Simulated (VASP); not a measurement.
# Lu (P6_3/mmc) in VASP: notebook, part 2 of 2

VASP 6.6.1.

## 3. Single point, PBE

The input, INCAR:

```
SYSTEM = Lu
ALGO     = Normal         ! electronic algorithm
EDIFF    = 1E-6           ! SCF threshold, eV
ENCUT    = 520            ! plane-wave cutoff, eV
GGA      = PE             ! functional
ISIF     = 2              ! what is computed and relaxed
ISMEAR   = 0              ! smearing method
LASPH    = .True.         ! aspherical terms in the spheres
LCHARG   = .False.        ! write CHGCAR
LREAL    = .False.        ! projectors in reciprocal space
LWAVE    = .False.        ! write WAVECAR
NBANDS   = 32             ! bands
NELM     = 100            ! most SCF steps
PREC     = Accurate       ! precision mode
SIGMA    = 1.0            ! smearing width, eV
```

The input, KPOINTS:

```
k-points
0
Gamma
  10 10 6
  0 0 0
```

The input, POSCAR:

```
Lu
1.0
    3.5070808964      0.0000000000      0.0000000000
   -1.7535404482      3.0372211494      0.0000000000
    0.0000000000      0.0000000000      5.4772888711
Lu
2
Direct
    0.3333333333      0.6666666667      0.2500000000
    0.6666666667      0.3333333333      0.7500000000
```

Potentials or basis: VASP PAW PBE potentials, release 64 (Lu).

The run is started by

```bash
cat potpaw_PBE.64/Lu/POTCAR > POTCAR
mpirun -np 1 vasp_std > vasp.out
```

OUTCAR:

```text
SYSTEM = Lu
   EDIFF = 1E-6
   ENCUT = 520
   GGA = PE
   ISIF = 2
   ISMEAR = 0
   LASPH = .True.
   LREAL = .False.
   NELM = 100
   PREC = Accurate

 ion  position               nearest neighbor table
   1  0.333  0.667  0.250-   2 3.41   2 3.41   2 3.41   2 3.41   2 3.41   2 3.41
   2  0.667  0.333  0.750-   1 3.41   1 3.41   1 3.41   1 3.41   1 3.41   1 3.41

  LATTYP: Found a hexagonal cell.
 ALAT       =     3.5070808964
 C/A-ratio  =     1.5617800196

  Lattice vectors:

 A1 = (   3.5070808964,   0.0000000000,   0.0000000000)
 A2 = (  -1.7535404482,   3.0372211494,   0.0000000000)
 A3 = (   0.0000000000,   0.0000000000,   5.4772888711)

Analysis of symmetry for initial positions (statically):
=====================================================================
 Subroutine PRICEL returns:
 Original cell was already a primitive cell.

 Routine SETGRP: Setting up the symmetry group for a
 hexagonal supercell.

 Subroutine GETGRP returns: Found 24 space group operations
 (whereof 12 operations were pure point group operations)
 out of a pool of 24 trial point group operations.

The static configuration has the point symmetry D_3d.
 The point group associated with its full space group is D_6h.

Analysis of symmetry for dynamics (positions and initial velocities):
=====================================================================
 Subroutine PRICEL returns:
 Original cell was already a primitive cell.

 Routine SETGRP: Setting up the symmetry group for a
 hexagonal supercell.

 Subroutine GETGRP returns: Found 24 space group operations
 (whereof 12 operations were pure point group operations)
 out of a pool of 24 trial point group operations.

The dynamic configuration has the point symmetry D_3d.
 The point group associated with its full space group is D_6h.

 Subroutine INISYM returns: Found 24 space group operations
 (whereof 12 operations are pure point group operations),
 and found     1 'primitive' translations

----------------------------------------------------------------------------------------

                                     Primitive cell

  volume of cell :      58.3429

  direct lattice vectors                    reciprocal lattice vectors
     3.507080896  0.000000000  0.000000000     0.285137420  0.164624166  0.000000000
    -1.753540448  3.037221149  0.000000000     0.000000000  0.329248333  0.000000000
     0.000000000  0.000000000  5.477288871     0.000000000  0.000000000  0.182572076

  length of vectors
     3.507080896  3.507080896  5.477288871     0.329248333  0.329248333  0.182572076

  position of ions in fractional coordinates (direct lattice)
     0.333333333  0.666666667  0.250000000
     0.666666667  0.333333333  0.750000000

  ion indices of the primitive-cell ions
   primitive index   ion index
                 1           1
                 2           2

----------------------------------------------------------------------------------------

 KPOINTS: k-points

Automatic generation of k-mesh.
 Grid dimensions read from file:
 generate k-points for:   10   10    6

 Generating k-lattice:

  Cartesian coordinates                     Fractional coordinates (reciprocal lattice)
     0.028513742  0.016462417  0.000000000     0.100000000 -0.000000000  0.000000000
     0.000000000  0.032924833  0.000000000     0.000000000  0.100000000  0.000000000
     0.000000000  0.000000000  0.030428679     0.000000000  0.000000000  0.166666667

  Length of vectors
     0.032924833  0.032924833  0.030428679

  Shift w.r.t. Gamma in fractional coordinates (k-lattice)
     0.000000000  0.000000000  0.000000000

 Subroutine IBZKPT returns following result:
 ===========================================

 Found     56 irreducible k-points:

 Following reciprocal coordinates:
            Coordinates               Weight
  0.000000  0.000000  0.000000      1.000000
  0.100000 -0.000000  0.000000      6.000000
  0.200000 -0.000000  0.000000      6.000000
  0.300000  0.000000  0.000000      6.000000
  0.400000  0.000000  0.000000      6.000000
  0.500000  0.000000  0.000000      3.000000
[... 16 lines left out ...]
  0.300000  0.100000  0.166667     24.000000
  0.400000  0.100000  0.166667     24.000000
 [... further k-points ...]
   k-points           NKPTS =     56   k-points in BZ     NKDIM =     56   number of bands    NBANDS=     32
   number of dos      NEDOS =    301   number of ions     NIONS =      2
   total plane-waves  NPLWV =  32928
   dimension x,y,z NGX =    28 NGY =   28 NGZ =   42
   dimension x,y,z NGXF=    56 NGYF=   56 NGZF=   84
   ions per type =               2
   NGX,Y,Z   is equivalent  to a cutoff of  13.27, 13.27, 12.75 a.u.
   NGXF,Y,Z  is equivalent  to a cutoff of  26.55, 26.55, 25.50 a.u.
 SYSTEM =  Lu
   PREC   = accura    normal or accurate (medium, high low for compatibility)
   ISTART =      0    job   : 0-new  1-cont  2-samecut
   ICHARG =      2    charge: 1-file 2-atom 10-const
   ISPIN  =      1    spin polarized calculation?
   LNONCOLLINEAR =      F non collinear calculations
   LSORBIT =      F    spin-orbit coupling
   LASPH  =      T    aspherical Exc in radial PAW
   ENCUT  =  520.0 eV  38.22 Ry    6.18 a.u.   6.52  6.52 10.18*2*pi/ulx,y,z
   NELM   =    100;   NELMIN=  2; NELMDL= -5     # of ELM steps
   EDIFF  = 0.1E-05   stopping-criterion for ELM
   LREAL  =      F    real-space projection
   EDIFFG = 0.1E-04   stopping-criterion for IOM
   NSW    =      0    number of steps for IOM
   IBRION =     -1    ionic relax: 0-MD 1-quasi-New 2-CG
   NFREE  =      0    steps in history (QN), initial steepest desc. (CG)
   ISIF   =      2    stress and relaxation
   ISYM   =      2    0-nonsym 1-usesym 2-fastsym
   POTIM  = 0.5000    time-step for ionic-motion
   TEBEG  =    0.0;   TEEND  =   0.0 temperature during run
   PSTRESS=    0.0 pullay stress
   NELECT =      50.0000    total number of electrons
   NUPDOWN=      -1.0000    fix difference up-down
   EMIN   =  10.00;   EMAX   =-10.00  energy-range for DOS
   EFERMI =   0.00;   METHOD = LEGACY
   ISMEAR =     0;   SIGMA  =   1.00  broadening in eV -4-tet -1-fermi 0-gaus
   EFERMI_NEDOS =   21; number of points for ismear=-14 and -15
   IALGO  =     38    algorithm
   IMIX   =      4    mixing-type and parameters
     AMIX     =   0.40;   BMIX     =  1.00
     AMIX_MAG =   1.60;   BMIX_MAG =  1.00
  volume/ion in A,a.u.               =      29.17       196.86
  Fermi-wavevector in a.u.,A,eV,Ry     =   1.555018  2.938559 32.900009  2.418082
  Thomas-Fermi vector in A             =   2.659020
   LORBIT       =      0    0 simple, 1 ext, 2 COOP (PROOUT), +10 PAW based schemes
   GGA     = PE    functional components
   LHFCALC =     F    Hartree Fock is set to
   AEXX    =    0.0000 exact exchange contribution
   IVDW    =     0    specifies the selected vdW correction
   LEPSILON=     F    determine dielectric tensor
   LRPA    =     F    only Hartree local field effects (RPA)
 non-spin polarized calculation
 Gauss-broadening in eV      SIGMA  =   1.00
  energy-cutoff  :      520.00
  volume of cell :       58.34
 maximum number of plane-waves:      1616
 NGX is ok and might be reduce to    28
   NGX = 13   NGY = 13   NGZ = 21

 number of electron      49.9999992 magnetization

 Free energy of the ion-electron system (eV)
  ---------------------------------------------------
  ext. energy  EPLUGINS =         0.00000000
  ---------------------------------------------------
  free energy    TOTEN  =        -9.72657938 eV

  energy without entropy =       -8.50523452  energy(sigma->0) =       -9.11590695

 E-fermi :   2.2322     XC(G=0): -10.6522

 val. band max:        2.1782749167   @ k =   0.2000   0.2000   0.3333
 cond. band min:       2.2373533987   @ k =   0.2000  -0.0000   0.1667
 fundamental gap:      0.0590784820
 Fermi energy:         2.2321771743

 k-point     1 :       0.0000    0.0000    0.0000
  band No.  band energies     occupation
      1     -53.9464      2.00000
      2     -53.9108      2.00000
      3     -24.9030      2.00000
      4     -24.4646      2.00000
      5     -24.4646      2.00000
      6     -24.3798      2.00000
[... 24 lines left out ...]
     31       5.6661      0.00000
     32       5.6661      0.00000

 k-point     2 :       0.1000   -0.0000    0.0000
  band No.  band energies     occupation
      1     -53.9441      2.00000
      2     -53.9100      2.00000
      3     -24.8872      2.00000
      4     -24.4956      2.00000
      5     -24.4753      2.00000
      6     -24.4127      2.00000
[... 762 lines left out ...]
 k-point    24 :       0.4000    0.1000    0.1667
  band No.  band energies     occupation
      1     -53.9179      2.00000
      2     -53.9077      2.00000
      3     -24.8070      2.00000
      4     -24.7221      2.00000
      5     -24.6335      2.00000
      6     -24.5666      2.00000
[... 24 lines left out ...]
     31       8.0037      0.00000
     32       8.2674      0.00000

 [... further k-points ...]
[... 5 lines left out ...]
  --------------------------------------------------------------------------------------
  -------------------------------------------------------------------------------------
  Total        0.4012414      0.4012414      0.9398624     -0.0000000      0.0000000      0.0000000
  in kB       11.0186526     11.0186526     25.8099398     -0.0000000      0.0000000      0.0000000
  external PRESSURE =      15.9490817 kB  Pullay stress =       0.0000000 kB

 VOLUME and BASIS-vectors are now :
 -----------------------------------------------------------------------------
  energy-cutoff  :      520.00
  volume of cell :       58.34
      direct lattice vectors                 reciprocal lattice vectors
     3.507080896  0.000000000  0.000000000     0.285137420  0.164624166  0.000000000
    -1.753540448  3.037221149  0.000000000     0.000000000  0.329248333  0.000000000
     0.000000000  0.000000000  5.477288871     0.000000000  0.000000000  0.182572076

 POSITION                                       TOTAL-FORCE (eV/Angst)
 -----------------------------------------------------------------------------------
     -0.00000      2.02481      1.36932        -0.000000      0.000000      0.000000
      1.75354      1.01241      4.10797         0.000000     -0.000000      0.000000
 -----------------------------------------------------------------------------------
    total drift:                               -0.000000      0.000000     -0.000000

  FREE ENERGIE OF THE ION-ELECTRON SYSTEM (eV)
  ---------------------------------------------------
  free  energy   TOTEN  =        -9.7265793822 eV

  energy  without entropy=       -8.5052345208  energy(sigma->0) =       -9.11590695
```

Wall time 2.3 min (1 thread of Oxide Virtual Turin-like, shared host); peak memory 0.2 GiB.

What came out:

| Quantity | Value |
| --- | --- |
| Free energy | -9.7266 eV |
| Pressure | 1.6 GPa |
| Band gap on the k mesh | zero (band 25 reaches 3.44 eV, above the bottom of band 26 at 1.60 eV) |

Caveat: spin-orbit coupling is left out, which moves the levels of the heavy elements.

## 4. Single point, PBE

The input, INCAR:

```
SYSTEM = Lu
  ALGO = Normal
  EDIFF = 1E-7
  ENCUT = 520
  GGA = PE
  ISIF = 2
  ISMEAR = 1
  LASPH = .TRUE.
  LCHARG = .FALSE.
  LREAL = .FALSE.
  LWAVE = .FALSE.
  NBANDS = 32
  NELM = 100
  PREC = Accurate
  SIGMA = 0.01
```

The input, KPOINTS:

```
k-points
0
G
  10 10 6
  0 0 0
```

POSCAR is that of step 3.

The run is started by

```bash
cat potpaw_PBE.64/Lu/POTCAR > POTCAR
mpirun -np 1 vasp_std > vasp.out
```

It took 2.5 min on 1 thread of Oxide Virtual Turin-like, shared host; peak memory 0.2 GiB.

It converged, with:

```
Free energy            : -9.0441 eV
Pressure               : -0.1 GPa
Band gap on the k mesh : zero (band 25 reaches 3.43 eV, above the bottom of band 26 at 1.60 eV)
```

Stress tensor (GPa, compression positive):
```
 0.04  0.00  0.00
 0.00  0.04  0.00
 0.00  0.00 -0.48
```

Levels at points of the mesh, in eV from the Fermi level:
```csv
k point,band 22,band 23,band 24,band 25,band 26,band 27,band 28,band 29
"(0.00, 0.00, 0.00)",-4.88,-4.88,-2.40,0.65,2.17,2.17,2.60,2.91
"(0.50, 0.00, 0.00)",-4.88,-2.36,-1.40,-0.85,-0.38,1.58,1.84,2.38
"(0.00, 0.00, 0.50)",-4.88,-4.37,-4.37,1.20,1.20,2.08,2.08,2.08
"(0.50, 0.00, 0.50)",-4.90,-2.11,-2.11,0.08,0.08,1.35,1.35,3.34
```

Caveat: spin-orbit coupling is left out, which moves the levels of the heavy elements.

## 5. Overview

```csv
smearing,gap on the mesh (eV),pressure (GPa)
gaussian 0.6 eV,none,0.9
gaussian 1 eV,none,1.6
methfessel-paxton 0.01 eV,none,-0.1
```

Alike in all rows: task single point; level PBE; potentials or basis VASP PAW PBE potentials, release 64 (Lu); no spin polarisation; cell as given; k mesh 10 × 10 × 6; cutoff (eV) 520.

Every run on the cell as given and a fine mesh finds a metal.

Caveats: spin-orbit coupling is left out, which moves the levels of the heavy elements.

Absolute energies hang on the potentials; compare differences alone.
